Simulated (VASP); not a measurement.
# InSb (F-43m) in VASP: a series of runs

InSb is run at these levels: PBEsol; tasks: single point.

Program: VASP 6.6.1. These are calculated values, not measurements. Logs are shortened: lines on timing, memory, paths and dates and some standing lists are left out, and cuts for length are marked.

**The experiment to reproduce.**

“Electronic Structure and Epitaxy of CdTe Shells on InSb Nanowires”, 2021, arxiv:2111.05126 quotes, for a bulk crystal of InSb: band gap 0.24 eV.

The runs below are set against these values where they give the same quantity.

### 1 The cell of the first run

The structure is cubic, space group F-43m (No. 216). Conventional cell: a = 5.656 Å, b = 5.656 Å, c = 5.656 Å, α = 90.00°, β = 90.00°, γ = 90.00°. Within 3.2 Å of In (site symmetry -43m) lie 4 Sb at 2.45 Å. Within 3.2 Å of Sb (site symmetry -43m) lie 4 In at 2.45 Å.

### 2 Single point, PBEsol

The input, INCAR:

```
SYSTEM = InSb
ALGO     = Normal         ! electronic algorithm
EDIFF    = 1E-7           ! SCF threshold, eV
ENCUT    = 520            ! plane-wave cutoff, eV
GGA      = PS             ! functional
ISIF     = 2              ! what is computed and relaxed
ISMEAR   = -1             ! smearing method
LASPH    = .True.         ! aspherical terms in the spheres
LCHARG   = .True.         ! write CHGCAR
LELF     = .True.         ! ELF
LREAL    = .False.        ! projectors in reciprocal space
LVHAR    = .True.       
LWAVE    = .False.        ! write WAVECAR
NBANDS   = 16             ! bands
NELM     = 80             ! most SCF steps
PREC     = Accurate       ! precision mode
SIGMA    = 0.15           ! smearing width, eV
```

The input, KPOINTS:

```
k-points
0
Gamma
  12 12 12
  0 0 0
```

The input, POSCAR:

```
InSb
1.0
    0.0000000000      2.8280300859      2.8280300859
    2.8280300859      0.0000000000      2.8280300859
    2.8280300859      2.8280300859      0.0000000000
In Sb
1 1
Direct
    0.0000000000      0.0000000000      0.0000000000
    0.7500000000      0.7500000000      0.7500000000
```

Potentials or basis: VASP PAW PBE potentials, release 64 (In_d, Sb).

On the command line:

```console
cat potpaw_PBE.64/In_d/POTCAR potpaw_PBE.64/Sb/POTCAR > POTCAR
mpirun -np 1 vasp_std > vasp.out
```

OUTCAR:

```text
SYSTEM = InSb
   EDIFF = 1E-7
   ENCUT = 520
   GGA = PS
   ISIF = 2
   ISMEAR = -1
   LASPH = .True.
   LREAL = .False.
   NELM = 80
   PREC = Accurate

 ion  position               nearest neighbor table
   1  0.000  0.000  0.000-   2 2.45   2 2.45   2 2.45   2 2.45
   2  0.750  0.750  0.750-   1 2.45   1 2.45   1 2.45   1 2.45

  LATTYP: Found a face centered cubic cell.
 ALAT       =     5.6560601718

  Lattice vectors:

 A1 = (   0.0000000000,   2.8280300859,   2.8280300859)
 A2 = (   2.8280300859,   0.0000000000,   2.8280300859)
 A3 = (   2.8280300859,   2.8280300859,   0.0000000000)

Analysis of symmetry for initial positions (statically):
=====================================================================
 Subroutine PRICEL returns:
 Original cell was already a primitive cell.

 Routine SETGRP: Setting up the symmetry group for a
 face centered cubic supercell.

 Subroutine GETGRP returns: Found 24 space group operations
 (whereof 24 operations were pure point group operations)
 out of a pool of 48 trial point group operations.

The static configuration has the point symmetry T_d .

Analysis of symmetry for dynamics (positions and initial velocities):
=====================================================================
 Subroutine PRICEL returns:
 Original cell was already a primitive cell.

 Routine SETGRP: Setting up the symmetry group for a
 face centered cubic supercell.

 Subroutine GETGRP returns: Found 24 space group operations
 (whereof 24 operations were pure point group operations)
 out of a pool of 48 trial point group operations.

The dynamic configuration has the point symmetry T_d .

 Subroutine INISYM returns: Found 24 space group operations
 (whereof 24 operations are pure point group operations),
 and found     1 'primitive' translations

----------------------------------------------------------------------------------------

                                     Primitive cell

  volume of cell :      45.2358

  direct lattice vectors                    reciprocal lattice vectors
     0.000000000  2.828030086  2.828030086    -0.176801514  0.176801514  0.176801514
     2.828030086  0.000000000  2.828030086     0.176801514 -0.176801514  0.176801514
     2.828030086  2.828030086  0.000000000     0.176801514  0.176801514 -0.176801514

  length of vectors
     3.999438502  3.999438502  3.999438502     0.306229205  0.306229205  0.306229205

  position of ions in fractional coordinates (direct lattice)
     0.000000000  0.000000000  0.000000000
     0.750000000  0.750000000  0.750000000

  ion indices of the primitive-cell ions
   primitive index   ion index
                 1           1
                 2           2

----------------------------------------------------------------------------------------

 KPOINTS: k-points

Automatic generation of k-mesh.
 Grid dimensions read from file:
 generate k-points for:   12   12   12

 Generating k-lattice:

  Cartesian coordinates                     Fractional coordinates (reciprocal lattice)
    -0.014733459  0.014733459  0.014733459     0.083333333  0.000000000  0.000000000
     0.014733459 -0.014733459  0.014733459     0.000000000  0.083333333  0.000000000
     0.014733459  0.014733459 -0.014733459     0.000000000  0.000000000  0.083333333

  Length of vectors
     0.025519100  0.025519100  0.025519100

  Shift w.r.t. Gamma in fractional coordinates (k-lattice)
     0.000000000  0.000000000  0.000000000

 Subroutine IBZKPT returns following result:
 ===========================================

 Found     72 irreducible k-points:

 Following reciprocal coordinates:
            Coordinates               Weight
  0.000000  0.000000  0.000000      1.000000
  0.083333  0.000000  0.000000      8.000000
  0.166667  0.000000  0.000000      8.000000
  0.250000  0.000000  0.000000      8.000000
  0.333333  0.000000  0.000000      8.000000
  0.416667  0.000000  0.000000      8.000000
[... 16 lines left out ...]
  0.500000  0.166667  0.000000     24.000000
 -0.416667  0.166667  0.000000     24.000000
 [... further k-points ...]
   k-points           NKPTS =     72   k-points in BZ     NKDIM =     72   number of bands    NBANDS=     16
   number of dos      NEDOS =    301   number of ions     NIONS =      2
   total plane-waves  NPLWV =  27000
   dimension x,y,z NGX =    30 NGY =   30 NGZ =   30
   dimension x,y,z NGXF=    60 NGYF=   60 NGZF=   60
   ions per type =               1   1
   NGX,Y,Z   is equivalent  to a cutoff of  12.47, 12.47, 12.47 a.u.
   NGXF,Y,Z  is equivalent  to a cutoff of  24.94, 24.94, 24.94 a.u.
 SYSTEM =  InSb
   PREC   = accura    normal or accurate (medium, high low for compatibility)
   ISTART =      0    job   : 0-new  1-cont  2-samecut
   ICHARG =      2    charge: 1-file 2-atom 10-const
   ISPIN  =      1    spin polarized calculation?
   LNONCOLLINEAR =      F non collinear calculations
   LSORBIT =      F    spin-orbit coupling
   LASPH  =      T    aspherical Exc in radial PAW
   ENCUT  =  520.0 eV  38.22 Ry    6.18 a.u.   7.44  7.44  7.44*2*pi/ulx,y,z
   NELM   =     80;   NELMIN=  2; NELMDL= -5     # of ELM steps
   EDIFF  = 0.1E-06   stopping-criterion for ELM
   LREAL  =      F    real-space projection
   EDIFFG = 0.1E-05   stopping-criterion for IOM
   NSW    =      0    number of steps for IOM
   IBRION =     -1    ionic relax: 0-MD 1-quasi-New 2-CG
   NFREE  =      0    steps in history (QN), initial steepest desc. (CG)
   ISIF   =      2    stress and relaxation
   ISYM   =      2    0-nonsym 1-usesym 2-fastsym
   POTIM  = 0.5000    time-step for ionic-motion
   TEBEG  =    0.0;   TEEND  =   0.0 temperature during run
   PSTRESS=    0.0 pullay stress
   NELECT =      18.0000    total number of electrons
   NUPDOWN=      -1.0000    fix difference up-down
   EMIN   =  10.00;   EMAX   =-10.00  energy-range for DOS
   EFERMI =   0.00;   METHOD = LEGACY
   ISMEAR =    -1;   SIGMA  =   0.15  broadening in eV -4-tet -1-fermi 0-gaus
   EFERMI_NEDOS =   21; number of points for ismear=-14 and -15
   IALGO  =     38    algorithm
   IMIX   =      4    mixing-type and parameters
     AMIX     =   0.40;   BMIX     =  1.00
     AMIX_MAG =   1.60;   BMIX_MAG =  1.00
  volume/ion in A,a.u.               =      22.62       152.63
  Fermi-wavevector in a.u.,A,eV,Ry     =   1.204125  2.275467 19.727325  1.449917
  Thomas-Fermi vector in A             =   2.339859
   LORBIT       =      0    0 simple, 1 ext, 2 COOP (PROOUT), +10 PAW based schemes
   GGA     = PS    functional components
   LHFCALC =     F    Hartree Fock is set to
   AEXX    =    0.0000 exact exchange contribution
   IVDW    =     0    specifies the selected vdW correction
   LEPSILON=     F    determine dielectric tensor
   LRPA    =     F    only Hartree local field effects (RPA)
 non-spin polarized calculation
  energy-cutoff  :      520.00
  volume of cell :       45.24
 maximum number of plane-waves:      1243
 NGX is ok and might be reduce to    30
   NGX = 15   NGY = 15   NGZ = 15

 number of electron      17.9999992 magnetization

 Free energy of the ion-electron system (eV)
  ---------------------------------------------------
  ext. energy  EPLUGINS =         0.00000000
  ---------------------------------------------------
  free energy    TOTEN  =        -5.18293708 eV

  energy without entropy =       -5.17547841  energy(sigma->0) =       -5.17920774

 E-fermi :  10.5680     XC(G=0): -10.7316

 val. band max:       10.5361104684   @ k =   0.0000   0.0000   0.0000
 cond. band min:      10.7440445755   @ k =   0.4167   0.4167   0.0000
 fundamental gap:      0.2079341071
 Fermi energy:        10.5680460752

 k-point     1 :       0.0000    0.0000    0.0000
  band No.  band energies     occupation
      1      -5.7512      2.00000
      2      -5.7512      2.00000
      3      -5.7512      2.00000
      4      -5.4684      2.00000
      5      -5.4684      2.00000
      6      -3.7566      2.00000
[... 8 lines left out ...]
     15      18.9559      0.00000
     16      18.9559      0.00000

 k-point     2 :       0.0833    0.0000    0.0000
  band No.  band energies     occupation
      1      -5.7702      2.00000
      2      -5.7453      2.00000
      3      -5.7453      2.00000
      4      -5.4695      2.00000
      5      -5.4695      2.00000
      6      -3.6425      2.00000
[... 8 lines left out ...]
     15      18.2727      0.00000
     16      18.2727      0.00000

 k-point     3 :       0.1667    0.0000    0.0000
  band No.  band energies     occupation
      1      -5.8181      2.00000
      2      -5.7298      2.00000
      3      -5.7298      2.00000
      4      -5.4717      2.00000
      5      -5.4717      2.00000
      6      -3.3099      2.00000
[... 8 lines left out ...]
     15      17.7452      0.00000
     16      17.7452      0.00000

 k-point     4 :       0.2500    0.0000    0.0000
  band No.  band energies     occupation
      1      -5.8763      2.00000
      2      -5.7105      2.00000
      3      -5.7105      2.00000
      4      -5.4728      2.00000
      5      -5.4728      2.00000
      6      -2.7827      2.00000
[... 8 lines left out ...]
     15      17.8409      0.00000
     16      17.8409      0.00000
[... 324 lines left out ...]
 k-point    22 :       0.4167    0.1667    0.0000
  band No.  band energies     occupation
      1      -5.9684      2.00000
      2      -5.6699      2.00000
      3      -5.6555      2.00000
      4      -5.5018      2.00000
      5      -5.4599      2.00000
      6      -1.5154      2.00000
[... 8 lines left out ...]
     15      20.6378      0.00000
     16      20.8958      0.00000

 k-point    23 :       0.5000    0.1667    0.0000
  band No.  band energies     occupation
      1      -5.9860      2.00000
      2      -5.6671      2.00000
      3      -5.6514      2.00000
      4      -5.4921      2.00000
      5      -5.4633      2.00000
      6      -0.8606      2.00000
[... 8 lines left out ...]
     15      20.6745      0.00000
     16      21.0134      0.00000

 k-point    24 :      -0.4167    0.1667    0.0000
  band No.  band energies     occupation
      1      -5.9859      2.00000
      2      -5.6674      2.00000
      3      -5.6549      2.00000
      4      -5.4821      2.00000
      5      -5.4710      2.00000
      6      -0.7326      2.00000
[... 8 lines left out ...]
     15      19.3816      0.00000
     16      19.7990      0.00000

 [... further k-points ...]
[... 5 lines left out ...]
  --------------------------------------------------------------------------------------
  -------------------------------------------------------------------------------------
  Total       14.1210874     14.1210874     14.1210874      0.0000000      0.0000000      0.0000000
  in kB      500.1458296    500.1458296    500.1458296      0.0000000      0.0000000      0.0000000
  external PRESSURE =     500.1458296 kB  Pullay stress =       0.0000000 kB

 VOLUME and BASIS-vectors are now :
 -----------------------------------------------------------------------------
  energy-cutoff  :      520.00
  volume of cell :       45.24
      direct lattice vectors                 reciprocal lattice vectors
     0.000000000  2.828030086  2.828030086    -0.176801514  0.176801514  0.176801514
     2.828030086  0.000000000  2.828030086     0.176801514 -0.176801514  0.176801514
     2.828030086  2.828030086  0.000000000     0.176801514  0.176801514 -0.176801514

 POSITION                                       TOTAL-FORCE (eV/Angst)
 -----------------------------------------------------------------------------------
      0.00000      0.00000      0.00000        -0.000000     -0.000000     -0.000000
      4.24205      4.24205      4.24205         0.000000      0.000000      0.000000
 -----------------------------------------------------------------------------------
    total drift:                               -0.000000     -0.000000     -0.000000

  FREE ENERGIE OF THE ION-ELECTRON SYSTEM (eV)
  ---------------------------------------------------
  free  energy   TOTEN  =        -5.1829370781 eV

  energy  without entropy=       -5.1754784095  energy(sigma->0) =       -5.17920774
```

Wall time 24 s (1 thread of Intel Xeon 6975P-C (Granite Rapids), shared host); peak memory 0.2 GiB.

Results:

```yaml
Free_energy: -5.1829 eV
Pressure: 50.0 GPa
Band_gap_on_the_k_mesh: 0.21 eV, indirect (least direct gap 2.12 eV)
```

Caveat: the PAW data sets were made with another functional, which shifts forces and pressure a little; spin-orbit coupling is left out, which moves the levels of the heavy elements. A k mesh can miss the band edges.

### 3 Single point, PBEsol

This run uses another cell than the first one, of 34.64 Å³/atom, 1.532 times its volume.

The input, INCAR:

```
SYSTEM = InSb
PREC = Accurate ; ENCUT = 520
EDIFF = 1E-6 ; ISMEAR = 0
SIGMA = 0.1 ; LREAL = .False.
LASPH = .True. ; NELM = 80
ALGO = Normal ; ISIF = 2
LWAVE = .False. ; LCHARG = .False.
GGA = PS ; NBANDS = 16
```

The input, KPOINTS:

```
regular mesh
0
Gamma
  12 12 12
  0 0 0
```

The input, POSCAR:

```
InSb
1.0
    0.0000000000      3.2599290597      3.2599290597
    3.2599290597      0.0000000000      3.2599290597
    3.2599290597      3.2599290597      0.0000000000
In Sb
1 1
Direct
    0.0000000000      0.0000000000      0.0000000000
    0.7500000000      0.7500000000      0.7500000000
```

Potentials or basis: VASP PAW PBE potentials, release 64 (In_d, Sb).

On the command line:

```console
cat potpaw_PBE.64/In_d/POTCAR potpaw_PBE.64/Sb/POTCAR > POTCAR
mpirun -np 1 vasp_std > vasp.out
```

It took 24 s on 1 thread of Intel Xeon 6975P-C (Granite Rapids), shared host; peak memory 0.25 GiB.

The run converged. Its results:

* Free energy: -7.7008 eV
* Pressure: 0.0 GPa
* Band gap on the k mesh: zero (filled and empty bands touch)

Levels at points of the mesh, in eV from the Fermi level:
```tsv
k point	band 5	band 6	band 7	band 8	band 9	band 10	band 11	band 12	band 13	band 14
(0.00, 0.00, 0.00)	-14.48	-10.69	-0.42	-0.06	-0.06	-0.06	2.88	2.88	2.88	5.49
(0.50, 0.00, 0.00)	-14.47	-9.36	-5.63	-1.04	-1.04	0.38	3.72	3.72	5.91	8.01
(0.50, 0.50, 0.00)	-14.47	-8.77	-5.92	-2.27	-2.27	1.22	1.23	7.96	7.96	8.53
```

Caveat: the PAW data sets were made with another functional, which shifts forces and pressure a little; spin-orbit coupling is left out, which moves the levels of the heavy elements.

### 4 Comparison with measurements

Step 3. A measured gap of InSb is 0.24 eV (quoted in “Electronic Structure and Epitaxy of CdTe Shells on InSb Nanowires”, 2021, arxiv:2111.05126); the calculated 0.00 eV misses it by -0.24 eV. Spin-orbit coupling on In, Sb is left out. The value is that of PBEsol on a finite k mesh, which can miss the band edges, without temperature or zero-point motion. Semilocal functionals fall short of measured gaps as a rule.
